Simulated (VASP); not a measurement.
# CdS (Fm-3m) in VASP: G0W0 quasiparticle levels with PBE

Aim: the G0W0 quasiparticle levels of CdS with PBE.

All numbers are computed with VASP 6.6.1; they aren't measurements. Logs are shortened: lines on timing, memory, paths and dates and some standing lists are left out, and cuts for length are marked.

### Step 1. The cell of the first run

The structure is cubic, space group Fm-3m (No. 225). The conventional cell has a = 5.454 Å, b = 5.454 Å, c = 5.454 Å, α = 90.00°, β = 90.00°, γ = 90.00°. Within 3.6 Å of Cd (site symmetry m-3m) lie 6 S at 2.73 Å. S (site symmetry m-3m) has 6 Cd at 2.73 Å within 3.6 Å.

### Step 2. G0W0 quasiparticle levels, PBE

Contents of POSCAR:

```
CdS
1.0
    0.0000000000      2.7267765431      2.7267765431
    2.7267765431      0.0000000000      2.7267765431
    2.7267765431      2.7267765431      0.0000000000
Cd S
1 1
Direct
    0.0000000000      0.0000000000      0.0000000000
    0.5000000000      0.5000000000      0.5000000000
```

Contents of INCAR.step1:

```
SYSTEM = CdS
PREC = Accurate ; ENCUT = 500
EDIFF = 1E-8 ; ISMEAR = 0
SIGMA = 0.01 ; LREAL = .FALSE.
LASPH = .TRUE. ; NELM = 80
ALGO = Normal ; LWAVE = .TRUE.
LCHARG = .FALSE. ; GGA = PE
```

Contents of INCAR.step2:

```
SYSTEM = CdS
PREC = Accurate ; ENCUT = 500
EDIFF = 1E-8 ; ISMEAR = 0
SIGMA = 0.01 ; LREAL = .FALSE.
LASPH = .TRUE. ; NELM = 1
ALGO = Exact ; LWAVE = .TRUE.
LCHARG = .FALSE. ; GGA = PE
NBANDS = 69 ; LOPTICS = .TRUE.
ISTART = 1
```

Contents of INCAR.step3:

```
SYSTEM = CdS
PREC = Accurate ; ENCUT = 500
EDIFF = 1E-8 ; ISMEAR = 0
SIGMA = 0.01 ; LREAL = .FALSE.
LASPH = .TRUE. ; ALGO = EVGW0
LWAVE = .FALSE. ; LCHARG = .FALSE.
GGA = PE ; NELMGW = 1
NBANDS = 69 ; ENCUTGW = 80.0
NOMEGA = 96 ; PRECFOCK = Fast
ISTART = 1 ; NBANDSGW = 17
OMEGAMAX = 30
```

Contents of KPOINTS:

```
regular mesh
0
G
  4 4 4
  0 0 0
```

Potentials or basis: VASP PAW PBE potentials, release 64 (Cd_GW, S_GW).

On the command line:

```
$ cat potpaw_PBE.64/Cd_GW/POTCAR potpaw_PBE.64/S_GW/POTCAR > POTCAR
$ cp INCAR.step1 INCAR
$ mpirun -np 1 vasp_std > vasp.out
$ cp INCAR.step2 INCAR
$ mpirun -np 1 vasp_std > vasp.out
$ cp INCAR.step3 INCAR
$ mpirun -np 1 vasp_std > vasp.out
```

OUTCAR:

```text
SYSTEM = CdS
   PREC = Accurate
   ENCUT = 500
   EDIFF = 1E-8
   ISMEAR = 0
   LREAL = .FALSE.
   LASPH = .TRUE.
   GGA = PE
   NELMGW = 1
   ENCUTGW = 80.0
   PRECFOCK = Fast
   ISTART = 1

 ion  position               nearest neighbor table
   1  0.000  0.000  0.000-   2 2.73   2 2.73   2 2.73   2 2.73   2 2.73   2 2.73
   2  0.500  0.500  0.500-   1 2.73   1 2.73   1 2.73   1 2.73   1 2.73   1 2.73

  LATTYP: Found a face centered cubic cell.
 ALAT       =     5.4535530862

  Lattice vectors:

 A1 = (   0.0000000000,   2.7267765431,   2.7267765431)
 A2 = (   2.7267765431,   0.0000000000,   2.7267765431)
 A3 = (   2.7267765431,   2.7267765431,   0.0000000000)

Analysis of symmetry for initial positions (statically):
=====================================================================
 Subroutine PRICEL returns:
 Original cell was already a primitive cell.

 Routine SETGRP: Setting up the symmetry group for a
 face centered cubic supercell.

 Subroutine GETGRP returns: Found 48 space group operations
 (whereof 48 operations were pure point group operations)
 out of a pool of 48 trial point group operations.

The static configuration has the point symmetry O_h .

Analysis of symmetry for dynamics (positions and initial velocities):
=====================================================================
 Subroutine PRICEL returns:
 Original cell was already a primitive cell.

 Routine SETGRP: Setting up the symmetry group for a
 face centered cubic supercell.

 Subroutine GETGRP returns: Found 48 space group operations
 (whereof 48 operations were pure point group operations)
 out of a pool of 48 trial point group operations.

The dynamic configuration has the point symmetry O_h .

 Subroutine INISYM returns: Found 48 space group operations
 (whereof 48 operations are pure point group operations),
 and found     1 'primitive' translations

----------------------------------------------------------------------------------------

                                     Primitive cell

  volume of cell :      40.5489

  direct lattice vectors                    reciprocal lattice vectors
     0.000000000  2.726776543  2.726776543    -0.183366694  0.183366694  0.183366694
     2.726776543  0.000000000  2.726776543     0.183366694 -0.183366694  0.183366694
     2.726776543  2.726776543  0.000000000     0.183366694  0.183366694 -0.183366694

  length of vectors
     3.856244369  3.856244369  3.856244369     0.317600430  0.317600430  0.317600430

  position of ions in fractional coordinates (direct lattice)
     0.000000000  0.000000000  0.000000000
     0.500000000  0.500000000  0.500000000

  ion indices of the primitive-cell ions
   primitive index   ion index
                 1           1
                 2           2

----------------------------------------------------------------------------------------

 KPOINTS: regular mesh

Automatic generation of k-mesh.
 Grid dimensions read from file:
 generate k-points for:    4    4    4

 Generating k-lattice:

  Cartesian coordinates                     Fractional coordinates (reciprocal lattice)
    -0.045841674  0.045841674  0.045841674     0.250000000  0.000000000  0.000000000
     0.045841674 -0.045841674  0.045841674     0.000000000  0.250000000  0.000000000
     0.045841674  0.045841674 -0.045841674     0.000000000  0.000000000  0.250000000

  Length of vectors
     0.079400108  0.079400108  0.079400108

  Shift w.r.t. Gamma in fractional coordinates (k-lattice)
     0.000000000  0.000000000  0.000000000

 Subroutine IBZKPT returns following result:
 ===========================================

 Found      8 irreducible k-points:

 Following reciprocal coordinates:
            Coordinates               Weight
  0.000000  0.000000  0.000000      1.000000
  0.250000  0.000000  0.000000      8.000000
  0.500000  0.000000  0.000000      4.000000
  0.250000  0.250000  0.000000      6.000000
  0.500000  0.250000  0.000000     24.000000
 -0.250000  0.250000  0.000000     12.000000
  0.500000  0.500000  0.000000      3.000000
 -0.250000  0.500000  0.250000      6.000000
   k-points           NKPTS =      8   k-points in BZ     NKDIM =     64   number of bands    NBANDS=     69
   number of dos      NEDOS =    301   number of ions     NIONS =      2
   total plane-waves  NPLWV =  21952
   dimension x,y,z NGX =    28 NGY =   28 NGZ =   28
   dimension x,y,z NGXF=    56 NGYF=   56 NGZF=   56
   ions per type =               1   1
   NGX,Y,Z   is equivalent  to a cutoff of  12.07, 12.07, 12.07 a.u.
   NGXF,Y,Z  is equivalent  to a cutoff of  24.14, 24.14, 24.14 a.u.
 SYSTEM =  CdS
   PREC   = accura    normal or accurate (medium, high low for compatibility)
   ISTART =      1    job   : 0-new  1-cont  2-samecut
   ICHARG =      0    charge: 1-file 2-atom 10-const
   ISPIN  =      1    spin polarized calculation?
   LNONCOLLINEAR =      F non collinear calculations
   LSORBIT =      F    spin-orbit coupling
   LASPH  =      T    aspherical Exc in radial PAW
   ENCUT  =  500.0 eV  36.75 Ry    6.06 a.u.   7.03  7.03  7.03*2*pi/ulx,y,z
   NELM   =     60;   NELMIN=  2; NELMDL=  0     # of ELM steps
   EDIFF  = 0.1E-07   stopping-criterion for ELM
   LREAL  =      F    real-space projection
   EDIFFG = 0.1E-06   stopping-criterion for IOM
   NSW    =      0    number of steps for IOM
   IBRION =     -1    ionic relax: 0-MD 1-quasi-New 2-CG
   NFREE  =      0    steps in history (QN), initial steepest desc. (CG)
   ISIF   =      0    stress and relaxation
   ISYM   =      3    0-nonsym 1-usesym 2-fastsym
   POTIM  = 0.5000    time-step for ionic-motion
   TEBEG  =    0.0;   TEEND  =   0.0 temperature during run
   PSTRESS=    0.0 pullay stress
   NELECT =      18.0000    total number of electrons
   NUPDOWN=      -1.0000    fix difference up-down
   EMIN   =  10.00;   EMAX   =-10.00  energy-range for DOS
   EFERMI =   0.00;   METHOD = LEGACY
   ISMEAR =     0;   SIGMA  =   0.01  broadening in eV -4-tet -1-fermi 0-gaus
   EFERMI_NEDOS =   21; number of points for ismear=-14 and -15
   IALGO  =     38    algorithm
   IMIX   =      4    mixing-type and parameters
     AMIX     =   0.40;   BMIX     =  1.00
     AMIX_MAG =   1.60;   BMIX_MAG =  1.00
  volume/ion in A,a.u.               =      20.27       136.82
  Fermi-wavevector in a.u.,A,eV,Ry     =   1.248838  2.359962 21.219598  1.559596
  Thomas-Fermi vector in A             =   2.382906
   LORBIT       =      0    0 simple, 1 ext, 2 COOP (PROOUT), +10 PAW based schemes
   GGA     = PE    functional components
   LHFCALC =     T    Hartree Fock is set to
   PRECFOCK=fast      Normal, Fast or Accurate (Low or Medium for compatibility)
   ENCUT4O =  -1.0   cutoff for four orbital integrals eV
   NKREDX  =     1    reduce k-point grid by
   NKREDY  =     1    reduce k-point grid by
   NKREDZ  =     1    reduce k-point grid by
   AEXX    =    1.0000 exact exchange contribution
   HFSCREEN=    0.0000 screening length (either q_TF or 0.3 A-1)
   HFSCREENC=   0.0000 screening length for correlation (either q_TF or 0.3 A-1)
   ENCUTFOCK=  -1.0 apply spherical cutoff to Coloumb kernel
   IVDW    =     0    specifies the selected vdW correction
   LEPSILON=     F    determine dielectric tensor
   LRPA    =     F    only Hartree local field effects (RPA)
   LRPAFORCE           =     F    calculate RPA forces
   ENCUTGW             =  80.0    cutoff for response function in eV
   ENCUTGWSOFT         =  64.0    soft cutoff for Coulomb kernel in GW response function in eV
   ENCUTLF             =  -1.0    cutoff for local field effects
   NELMGW              =     1    number of iterations in solving QP/BSE equation
   NELMHF              =     1    number of iterations in the inner HF iteration
   NKREDLFX            =     1    NKREDLFY  =   1   NKREDLFZ  =   1
 non-spin polarized calculation
 Gauss-broadening in eV      SIGMA  =   0.01
  energy-cutoff  :      500.00
  volume of cell :       40.55
 maximum number of plane-waves:      1056
  NGX = 16; NGY = 16; NGZ = 16
   NGX = 13   NGY = 13   NGZ = 13
 maximum number of plane-waves:        70
 NGX is ok and might be reduce to    14

 QP shifts <psi_nk| G(iteration)W_0 |psi_nk>: iteration 1
 for sc-GW calculations column KS-energies equals QP-energies in previous step
 and V_xc(KS)=  KS-energies - (<T + V_ion + V_H > + <T+V_H+V_ion>^1  + <V_x>^1)

 k-point   1 :       0.0000    0.0000    0.0000
  band No.  KS-energies  QP-energies   sigma(KS)   V_xc(KS)     V^pw_x(r,r')   Z            occupation Imag(sigma)

      1      -8.1793      -8.3243     -12.9213     -12.6969     -20.7023       0.6460       2.0000       1.2702
      2      -3.0167      -4.8390     -17.8781     -15.3627     -23.1148       0.7245       2.0000       0.4430
      3      -3.0167      -4.8390     -17.8781     -15.3627     -23.1148       0.7245       2.0000       0.4430
      4      -3.0167      -4.8390     -17.8781     -15.3627     -23.1148       0.7245       2.0000       0.4430
      5      -3.0144      -4.8756     -18.0403     -15.5048     -23.3802       0.7341       2.0000       0.5283
      6      -3.0144      -4.8756     -18.0403     -15.5048     -23.3802       0.7341       2.0000       0.5283
[... 9 lines left out ...]
     16      16.1348      16.5921      -9.6664     -10.2699      -3.7267       0.7577       0.0000      -0.4671
     17      16.1348      16.5921      -9.6664     -10.2699      -3.7267       0.7577       0.0000      -0.4671

 k-point   2 :       0.2500    0.0000    0.0000
  band No.  KS-energies  QP-energies   sigma(KS)   V_xc(KS)     V^pw_x(r,r')   Z            occupation Imag(sigma)

      1      -7.6755      -7.7921     -13.1530     -12.9726     -20.8170       0.6463       2.0000       1.1955
      2      -3.1754      -4.9710     -17.7809     -15.3084     -23.1530       0.7262       2.0000       0.5234
      3      -3.1754      -4.9710     -17.7809     -15.3084     -23.1530       0.7262       2.0000       0.5234
      4      -3.0893      -4.8748     -17.6471     -15.1763     -22.8791       0.7226       2.0000       0.4623
      5      -2.9127      -4.7519     -18.0240     -15.4940     -23.2721       0.7269       2.0000       0.4612
      6      -2.9127      -4.7519     -18.0240     -15.4940     -23.2721       0.7269       2.0000       0.4612
[... 9 lines left out ...]
     16      15.5404      15.7657      -8.8552      -9.1467      -3.2994       0.7728       0.0000      -0.3617
     17      20.3642      20.6086      -8.7149      -9.0301      -2.8201       0.7754       0.0000      -0.5988

 k-point   3 :       0.5000    0.0000    0.0000
  band No.  KS-energies  QP-energies   sigma(KS)   V_xc(KS)     V^pw_x(r,r')   Z            occupation Imag(sigma)
[... 85 lines left out ...]
      1      -7.2628      -7.4862     -13.9993     -13.6590     -21.5623       0.6563       2.0000       1.0787
      2      -3.1782      -4.9722     -17.6184     -15.1263     -22.8428       0.7199       2.0000       0.4496
      3      -2.9023      -4.7737     -18.1606     -15.6163     -23.5099       0.7355       2.0000       0.5298
      4      -2.7389      -4.6018     -18.2055     -15.6635     -23.4462       0.7329       2.0000       0.4575
      5      -2.7389      -4.6018     -18.2055     -15.6635     -23.4462       0.7329       2.0000       0.4575
      6      -2.0247      -3.6219     -18.0217     -15.8781     -23.3276       0.7451       2.0000       0.4858
[... 9 lines left out ...]
     16      19.0861      19.8100     -10.6312     -11.6064      -4.5866       0.7424       0.0000      -0.5493
     17      19.0861      19.8100     -10.6312     -11.6064      -4.5866       0.7424       0.0000      -0.5493

 k-point   8 :      -0.2500    0.5000    0.2500
  band No.  KS-energies  QP-energies   sigma(KS)   V_xc(KS)     V^pw_x(r,r')   Z            occupation Imag(sigma)

      1      -7.1055      -7.2923     -13.9911     -13.7081     -21.5391       0.6601       2.0000       1.0705
      2      -3.1578      -4.9307     -17.7367     -15.2944     -23.1352       0.7259       2.0000       0.5426
      3      -3.0151      -4.8175     -17.7316     -15.2447     -22.9548       0.7247       2.0000       0.4616
      4      -3.0151      -4.8175     -17.7316     -15.2447     -22.9548       0.7247       2.0000       0.4616
      5      -2.7388      -4.6039     -18.2061     -15.6638     -23.4468       0.7336       2.0000       0.4572
      6      -2.2179      -3.8617     -18.0347     -15.8250     -23.3670       0.7439       2.0000       0.4957
[... 9 lines left out ...]
     16      19.0595      19.7843     -10.6046     -11.5714      -4.5657       0.7496       0.0000      -0.5529
     17      20.4680      21.1911     -10.7750     -11.7266      -4.7181       0.7599       0.0000      -0.7604
```

Wall time 2.9 min (1 thread of Intel Xeon Platinum 8375C at 2.90GHz (Ice Lake), shared host); peak memory 0.38 GiB.

What came out:

```
Quasiparticle gap                                   : 0.80 eV
Least direct quasiparticle gap                      : 2.34 eV
Band gap of the starting levels on the mesh         : 0.21 eV
Least direct gap of the starting levels on the mesh : 1.72 eV
```

Caveat: the k points lie up to 0.50 Å⁻¹ apart; bands, screening cutoff and mesh are small and nothing is extrapolated, so the quasiparticle values aren't converged; the structure was generated, so it needn't be the stable form of CdS.
